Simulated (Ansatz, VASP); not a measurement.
## One calculation of Ir, two programs

INCAR

```
SYSTEM = Ir
PREC = Accurate
ENCUT = 520
EDIFF = 1E-7
ISMEAR = 0
SIGMA = 0.15
LREAL = .FALSE.
LASPH = .TRUE.
NELM = 60
ALGO = Normal
ISIF = 2
LWAVE = .FALSE.
LCHARG = .TRUE.
GGA = PE
LELF = .TRUE.
LVHAR = .TRUE.
NBANDS = 16
```

Contents of KPOINTS:

```
regular mesh
0
G
  18 18 12
  0 0 0
```

The input POSCAR:

```
Ir
1.0
    2.8614330104      0.0000000000      0.0000000000
   -1.4307165052      2.4780736782      0.0000000000
    0.0000000000      0.0000000000      4.2837984000
Ir
2
Direct
    0.6666666667      0.3333333333      0.7500000000
    0.3333333333      0.6666666667      0.2500000000
```

Input for Ansatz:

```yaml
crystal:
  lattice:
    - [2.8614330104, 0.0, 0.0]
    - [-1.4307165052, 2.4780736782, 0.0]
    - [0.0, 0.0, 4.2837984]
  atoms:
    - { symbol: Ir, position: [0.6666666667, 0.3333333333, 0.75] }
    - { symbol: Ir, position: [0.3333333333, 0.6666666667, 0.25] }
basis:
  ecutwfc: 420
kpoints:
  mp_grid: { grid: [18, 18, 12] }
hamiltonian:
  xc: pbe
scf:
  occupations: { method: gaussian, width: 0.15 }
output:
  forces: true
  stress: true
  eigenvalues: true
```

Change from the starting cell: strain +0.040 along x and y, -0.040 along z, atoms carried along.

Alike in both runs: task single point; functional PBE; k mesh 18 × 18 × 12; occupations gaussian, width 0.15 eV; no spin polarisation.

|  | VASP | Ansatz |
| --- | --- | --- |
| version | VASP 6.6.1 | Ansatz 0.2.0 |
| potentials or method | VASP PAW PBE potentials, release 64 (Ir), cutoff 520 eV | scalar-relativistic, plane waves, PAW |
| valence electrons in the cell | 18 | 34 |

Ansatz gave:

* gap on the k mesh at the Fermi level (eV): none
* pressure (GPa): -10.2
* traceless stress, the component that is largest in VASP (GPa): 13.33

Q: What did VASP give for the same quantities?

A: gap on the k mesh at the Fermi level (eV): none; pressure (GPa): -9.9; traceless stress, the component that is largest in VASP (GPa): 13.30.

A gap of «none» marks a metal or a gap that the smearing closes. VASP's potentials hold 18 valence electrons a cell and Ansatz's 34, so a difference there can come from the potentials and not from the codes.

Neither program's run includes spin-orbit coupling.
